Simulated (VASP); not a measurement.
# AlNi2 (P-3m1) in VASP: single point with PBEsol

Aim: the single point of AlNi2 with PBEsol.

All numbers are computed with VASP 6.6.1; they aren't measurements. Logs are shortened: lines on timing, memory, paths and dates and some standing lists are left out, and cuts for length are marked.

## Step 1: The cell of the first run

It takes space group P-3m1 (No. 164, trigonal). Conventional cell: a = 4.024 Å, b = 4.024 Å, c = 4.971 Å, α = 90.00°, β = 90.00°, γ = 120.00°. Within 3.2 Å of Al (site symmetry 3m) lie 11 Ni at 2.40 to 2.78 Å and 3 Al at 3.01 Å. Within 3.2 Å of Ni (site symmetry 3m) lie 5 Al at 2.40 to 2.51 Å and 9 Ni at 2.51 to 2.99 Å. Ni (site symmetry -3m) has 8 Ni at 2.49 to 2.51 Å and 6 Al at 2.78 Å within 3.3 Å. Within 3.3 Å of Ni (site symmetry -3m) lie 8 Ni at 2.49 to 2.79 Å and 6 Al at 2.51 Å.

## Step 2: Single point, PBEsol

The input, INCAR:

```
SYSTEM = AlNi2
PREC = Accurate
ENCUT = 520
EDIFF = 1E-7
ISMEAR = 0
SIGMA = 0.1
LREAL = .False.
LASPH = .True.
NELM = 100
ALGO = Fast
ISIF = 2
LWAVE = .False.
LCHARG = .False.
GGA = PS
NBANDS = 32
```

The input, KPOINTS:

```
regular mesh
0
Gamma
  12 12 8
  0 0 0
```

The input, POSCAR:

```
AlNi2
1.0
    4.0242581516      0.0000000000      0.0000000000
   -2.0121290758      3.4851097906      0.0000000000
    0.0000000000      0.0000000000      4.9708130084
Al Ni
2 4
Direct
    0.3333333333      0.6666666667      0.1931627627
    0.6666666667      0.3333333333      0.8068372373
    0.3333333333      0.6666666667      0.6890654136
    0.6666666667      0.3333333333      0.3109345864
    0.0000000000      0.0000000000      0.5000000000
    0.0000000000      0.0000000000      0.0000000000
```

Potentials or basis: VASP PAW PBE potentials, release 64 (Al, Ni).

Command:

```sh
cat potpaw_PBE.64/Al/POTCAR potpaw_PBE.64/Ni/POTCAR > POTCAR
mpirun -np 1 vasp_std > vasp.out
```

OUTCAR:

```text
SYSTEM = AlNi2
   PREC = Accurate
   ENCUT = 520
   EDIFF = 1E-7
   ISMEAR = 0
   LREAL = .False.
   LASPH = .True.
   NELM = 100
   ISIF = 2
   GGA = PS

 ion  position               nearest neighbor table
   1  0.333  0.667  0.193-   4 2.40   4 2.40   4 2.40   3 2.47   3 2.51   6 2.51   6 2.51   6 2.51
                             5 2.78   5 2.78   5 2.78   2 3.01   2 3.01   2 3.01
   2  0.667  0.333  0.807-   3 2.40   3 2.40   3 2.40   4 2.47   4 2.51   6 2.51   6 2.51   6 2.51
                             5 2.78   5 2.78   5 2.78   1 3.01   1 3.01   1 3.01
   3  0.333  0.667  0.689-   2 2.40   2 2.40   2 2.40   1 2.47   1 2.51   5 2.51   5 2.51   5 2.51
                             6 2.79   6 2.79   6 2.79   4 2.99   4 2.99   4 2.99
   4  0.667  0.333  0.311-   1 2.40   1 2.40   1 2.40   2 2.47   2 2.51   5 2.51   5 2.51   5 2.51
                             6 2.79   6 2.79   6 2.79   3 2.99   3 2.99   3 2.99
   5  0.000  0.000  0.500-   6 2.49   6 2.49   3 2.51   4 2.51   3 2.51   4 2.51   4 2.51   3 2.51
                             1 2.78   2 2.78   1 2.78   2 2.78   1 2.78   2 2.78
   6  0.000  0.000  0.000-   5 2.49   5 2.49   1 2.51   2 2.51   1 2.51   2 2.51   2 2.51   1 2.51
                             3 2.79   4 2.79   4 2.79   3 2.79   4 2.79   3 2.79

  LATTYP: Found a hexagonal cell.
 ALAT       =     4.0242581516
 C/A-ratio  =     1.2352122605

  Lattice vectors:

 A1 = (   4.0242581516,   0.0000000000,   0.0000000000)
 A2 = (  -2.0121290758,   3.4851097906,   0.0000000000)
 A3 = (   0.0000000000,   0.0000000000,   4.9708130084)

Analysis of symmetry for initial positions (statically):
=====================================================================
 Subroutine PRICEL returns:
 Original cell was already a primitive cell.

 Routine SETGRP: Setting up the symmetry group for a
 hexagonal supercell.

 Subroutine GETGRP returns: Found 12 space group operations
 (whereof 12 operations were pure point group operations)
 out of a pool of 24 trial point group operations.

The static configuration has the point symmetry D_3d.

Analysis of symmetry for dynamics (positions and initial velocities):
=====================================================================
 Subroutine PRICEL returns:
 Original cell was already a primitive cell.

 Routine SETGRP: Setting up the symmetry group for a
 hexagonal supercell.

 Subroutine GETGRP returns: Found 12 space group operations
 (whereof 12 operations were pure point group operations)
 out of a pool of 24 trial point group operations.

The dynamic configuration has the point symmetry D_3d.

 Subroutine INISYM returns: Found 12 space group operations
 (whereof 12 operations are pure point group operations),
 and found     1 'primitive' translations

----------------------------------------------------------------------------------------

                                     Primitive cell

  volume of cell :      69.7156

  direct lattice vectors                    reciprocal lattice vectors
     4.024258152  0.000000000  0.000000000     0.248493005  0.143467503  0.000000000
    -2.012129076  3.485109791  0.000000000     0.000000000  0.286935006  0.000000000
     0.000000000  0.000000000  4.970813008     0.000000000  0.000000000  0.201174335

  length of vectors
     4.024258152  4.024258152  4.970813008     0.286935006  0.286935006  0.201174335

  position of ions in fractional coordinates (direct lattice)
     0.333333333  0.666666667  0.193162763
     0.666666667  0.333333333  0.806837237
     0.333333333  0.666666667  0.689065414
     0.666666667  0.333333333  0.310934586
     0.000000000  0.000000000  0.500000000
     0.000000000  0.000000000  0.000000000

  ion indices of the primitive-cell ions
   primitive index   ion index
                 1           1
                 2           2
                 3           3
                 4           4
                 5           5
                 6           6

----------------------------------------------------------------------------------------

 KPOINTS: regular mesh

Automatic generation of k-mesh.
 Grid dimensions read from file:
 generate k-points for:   12   12    8

 Generating k-lattice:

  Cartesian coordinates                     Fractional coordinates (reciprocal lattice)
     0.020707750  0.011955625  0.000000000     0.083333333 -0.000000000  0.000000000
     0.000000000  0.023911251  0.000000000     0.000000000  0.083333333  0.000000000
     0.000000000  0.000000000  0.025146792     0.000000000  0.000000000  0.125000000

  Length of vectors
     0.023911251  0.023911251  0.025146792

  Shift w.r.t. Gamma in fractional coordinates (k-lattice)
     0.000000000  0.000000000  0.000000000

 Subroutine IBZKPT returns following result:
 ===========================================

 Found    131 irreducible k-points:

 Following reciprocal coordinates:
            Coordinates               Weight
  0.000000  0.000000  0.000000      1.000000
  0.083333  0.000000  0.000000      6.000000
  0.166667  0.000000  0.000000      6.000000
  0.250000  0.000000  0.000000      6.000000
  0.333333  0.000000  0.000000      6.000000
  0.416667  0.000000  0.000000      6.000000
[... 16 lines left out ...]
  0.166667  0.000000  0.125000      6.000000
  0.000000  0.166667  0.125000      6.000000
 [... further k-points ...]
   k-points           NKPTS =    131   k-points in BZ     NKDIM =    131   number of bands    NBANDS=     32
   number of dos      NEDOS =    301   number of ions     NIONS =      6
   total plane-waves  NPLWV =  36000
   dimension x,y,z NGX =    30 NGY =   30 NGZ =   40
   dimension x,y,z NGXF=    60 NGYF=   60 NGZF=   80
   ions per type =               2   4
   NGX,Y,Z   is equivalent  to a cutoff of  12.39, 12.39, 13.38 a.u.
   NGXF,Y,Z  is equivalent  to a cutoff of  24.79, 24.79, 26.76 a.u.
 SYSTEM =  AlNi2
   PREC   = accura    normal or accurate (medium, high low for compatibility)
   ISTART =      0    job   : 0-new  1-cont  2-samecut
   ICHARG =      2    charge: 1-file 2-atom 10-const
   ISPIN  =      1    spin polarized calculation?
   LNONCOLLINEAR =      F non collinear calculations
   LSORBIT =      F    spin-orbit coupling
   LASPH  =      T    aspherical Exc in radial PAW
   ENCUT  =  520.0 eV  38.22 Ry    6.18 a.u.   7.48  7.48  9.24*2*pi/ulx,y,z
   NELM   =    100;   NELMIN=  2; NELMDL= -5     # of ELM steps
   EDIFF  = 0.1E-06   stopping-criterion for ELM
   LREAL  =      F    real-space projection
   EDIFFG = 0.1E-05   stopping-criterion for IOM
   NSW    =      0    number of steps for IOM
   IBRION =     -1    ionic relax: 0-MD 1-quasi-New 2-CG
   NFREE  =      0    steps in history (QN), initial steepest desc. (CG)
   ISIF   =      2    stress and relaxation
   ISYM   =      2    0-nonsym 1-usesym 2-fastsym
   POTIM  = 0.5000    time-step for ionic-motion
   TEBEG  =    0.0;   TEEND  =   0.0 temperature during run
   PSTRESS=    0.0 pullay stress
   NELECT =      46.0000    total number of electrons
   NUPDOWN=      -1.0000    fix difference up-down
   EMIN   =  10.00;   EMAX   =-10.00  energy-range for DOS
   EFERMI =   0.00;   METHOD = LEGACY
   ISMEAR =     0;   SIGMA  =   0.10  broadening in eV -4-tet -1-fermi 0-gaus
   EFERMI_NEDOS =   21; number of points for ismear=-14 and -15
   IALGO  =     68    algorithm
   IMIX   =      4    mixing-type and parameters
     AMIX     =   0.40;   BMIX     =  1.00
     AMIX_MAG =   1.60;   BMIX_MAG =  1.00
  volume/ion in A,a.u.               =      11.62        78.41
  Fermi-wavevector in a.u.,A,eV,Ry     =   1.425228  2.693289 27.637154  2.031273
  Thomas-Fermi vector in A             =   2.545634
   LORBIT       =      0    0 simple, 1 ext, 2 COOP (PROOUT), +10 PAW based schemes
   GGA     = PS    functional components
   LHFCALC =     F    Hartree Fock is set to
   AEXX    =    0.0000 exact exchange contribution
   IVDW    =     0    specifies the selected vdW correction
   LEPSILON=     F    determine dielectric tensor
   LRPA    =     F    only Hartree local field effects (RPA)
 non-spin polarized calculation
 RMM-DIIS sequential band-by-band and
 Gauss-broadening in eV      SIGMA  =   0.10
  energy-cutoff  :      520.00
  volume of cell :       69.72
 maximum number of plane-waves:      1904
 NGX is ok and might be reduce to    30
   NGX = 15   NGY = 15   NGZ = 19

 number of electron      45.9999961 magnetization

 Free energy of the ion-electron system (eV)
  ---------------------------------------------------
  ext. energy  EPLUGINS =         0.00000000
  ---------------------------------------------------
  free energy    TOTEN  =       -35.77229836 eV

  energy without entropy =      -35.75817458  energy(sigma->0) =      -35.76523647

 E-fermi :   9.4231     XC(G=0): -12.5455

 val. band max:        9.4168961105   @ k =  -0.1667   0.5000   0.3750
 cond. band min:       9.4253750991   @ k =   0.5000   0.0000   0.2500
 fundamental gap:      0.0084789886
 Fermi energy:         9.4230725482

 k-point     1 :       0.0000    0.0000    0.0000
  band No.  band energies     occupation
      1      -0.9063      2.00000
      2       4.2784      2.00000
      3       4.5024      2.00000
      4       5.7887      2.00000
      5       5.7887      2.00000
      6       6.2664      2.00000
[... 24 lines left out ...]
     31      16.0311      0.00000
     32      16.0311      0.00000

 k-point     2 :       0.0833    0.0000    0.0000
  band No.  band energies     occupation
      1      -0.8182      2.00000
      2       4.2858      2.00000
      3       4.5604      2.00000
      4       5.7936      2.00000
      5       5.8244      2.00000
      6       6.2325      2.00000
[... 24 lines left out ...]
     31      15.9809      0.00000
     32      16.5146      0.00000

 k-point     3 :       0.1667    0.0000    0.0000
  band No.  band energies     occupation
      1      -0.5556      2.00000
      2       4.2905      2.00000
      3       4.7274      2.00000
      4       5.6999      2.00000
      5       5.9268      2.00000
      6       6.0037      2.00000
[... 24 lines left out ...]
     31      16.0252      0.00000
     32      16.7388      0.00000

 k-point     4 :       0.2500    0.0000    0.0000
  band No.  band energies     occupation
      1      -0.1242      2.00000
      2       4.2112      2.00000
      3       4.9703      2.00000
      4       5.2539      2.00000
      5       5.8527      2.00000
      6       6.0800      2.00000
[... 24 lines left out ...]
     31      16.5614      0.00000
     32      16.5665      0.00000

 k-point     5 :       0.3333    0.0000    0.0000
  band No.  band energies     occupation
      1       0.4651      2.00000
      2       3.7959      2.00000
      3       4.7746      2.00000
      4       5.3178      2.00000
      5       5.7879      2.00000
      6       6.2495      2.00000
[... 584 lines left out ...]
     31      16.0318      0.00000
     32      16.6935      0.00000

 k-point    22 :       0.0000    0.0833    0.1250
  band No.  band energies     occupation
      1      -0.7230      2.00000
      2       3.4899      2.00000
      3       5.1134      2.00000
      4       5.8151      2.00000
      5       5.8506      2.00000
      6       6.2040      2.00000
[... 24 lines left out ...]
     31      15.9738      0.00000
     32      16.4912      0.00000

 k-point    23 :       0.1667    0.0000    0.1250
  band No.  band energies     occupation
      1      -0.4613      2.00000
      2       3.6418      2.00000
      3       5.0562      2.00000
      4       5.8765      2.00000
      5       5.8961      2.00000
      6       5.9354      2.00000
[... 24 lines left out ...]
     31      16.2536      0.00000
     32      16.9197      0.00000

 k-point    24 :       0.0000    0.1667    0.1250
  band No.  band energies     occupation
      1      -0.4614      2.00000
      2       3.6565      2.00000
      3       4.9983      2.00000
      4       5.7933      2.00000
      5       5.9705      2.00000
      6       6.1450      2.00000
[... 24 lines left out ...]
     31      15.9365      0.00000
     32      16.3303      0.00000

 [... further k-points ...]

------------------------ aborting loop because EDIFF is reached ----------------------------------------

  FORCE on cell =-STRESS in cart. coord.  units (eV):
  Direction    XX          YY          ZZ          XY          YZ          ZX
  --------------------------------------------------------------------------------------
  -------------------------------------------------------------------------------------
  Total       -2.7980268     -2.7980268     -2.8066883      0.0000000      0.0000000     -0.0000000
  in kB      -64.3032214    -64.3032214    -64.5022763      0.0000000      0.0000000     -0.0000000
  external PRESSURE =     -64.3695731 kB  Pullay stress =       0.0000000 kB

 VOLUME and BASIS-vectors are now :
 -----------------------------------------------------------------------------
  energy-cutoff  :      520.00
  volume of cell :       69.72
      direct lattice vectors                 reciprocal lattice vectors
     4.024258152  0.000000000  0.000000000     0.248493005  0.143467503  0.000000000
    -2.012129076  3.485109791  0.000000000     0.000000000  0.286935006  0.000000000
     0.000000000  0.000000000  4.970813008     0.000000000  0.000000000  0.201174335

 POSITION                                       TOTAL-FORCE (eV/Angst)
 -----------------------------------------------------------------------------------
     -0.00000      2.32341      0.96018        -0.000000     -0.000000      0.045330
      2.01213      1.16170      4.01064         0.000000      0.000000     -0.045330
     -0.00000      2.32341      3.42522        -0.000000      0.000000     -0.042251
      2.01213      1.16170      1.54560         0.000000     -0.000000      0.042251
      0.00000      0.00000      2.48541        -0.000000      0.000000      0.000000
      0.00000      0.00000      0.00000        -0.000000      0.000000      0.000000
 -----------------------------------------------------------------------------------
    total drift:                               -0.000000      0.000000     -0.000000

  FREE ENERGIE OF THE ION-ELECTRON SYSTEM (eV)
  ---------------------------------------------------
  free  energy   TOTEN  =       -35.7722983627 eV

  energy  without entropy=      -35.7581745756  energy(sigma->0) =      -35.76523647
```

It took 5.9 min on 1 thread of Intel Xeon Platinum 8375C at 2.90GHz (Ice Lake), shared host; peak memory 0.35 GiB.

What came out:

| Property | Result |
| --- | --- |
| Free energy | -35.7723 eV |
| Pressure | -6.4 GPa |
| Largest force | 0.045 eV/Å |
| Band gap on the k mesh | zero (band 23 reaches 13.28 eV, above the bottom of band 24 at 9.08 eV) |

Forces in eV/Å, atoms in the order of the input:
```
Al   0.000  0.000  0.045
Al   0.000  0.000 -0.045
Ni   0.000  0.000 -0.042
Ni   0.000  0.000  0.042
Ni   0.000  0.000  0.000
Ni   0.000  0.000  0.000
```

Levels at points of the mesh, in eV from the Fermi level:
```csv
k point,band 20,band 21,band 22,band 23,band 24,band 25,band 26,band 27
"(0.00, 0.00, 0.00)",-0.62,-0.50,-0.50,0.66,3.12,3.12,3.75,3.75
"(0.50, 0.00, 0.00)",-0.76,-0.71,-0.60,-0.52,-0.29,0.89,1.75,3.27
"(0.00, 0.00, 0.50)",-0.69,-0.65,-0.65,3.86,3.99,3.99,4.16,4.16
"(0.50, 0.00, 0.50)",-0.92,-0.78,-0.61,-0.36,-0.26,1.68,1.78,3.27
```

Caveat: the PAW data sets were made with another functional, which shifts forces and pressure a little. Spin polarisation is off, so any magnetic state and its effect on volume and gap are missing.
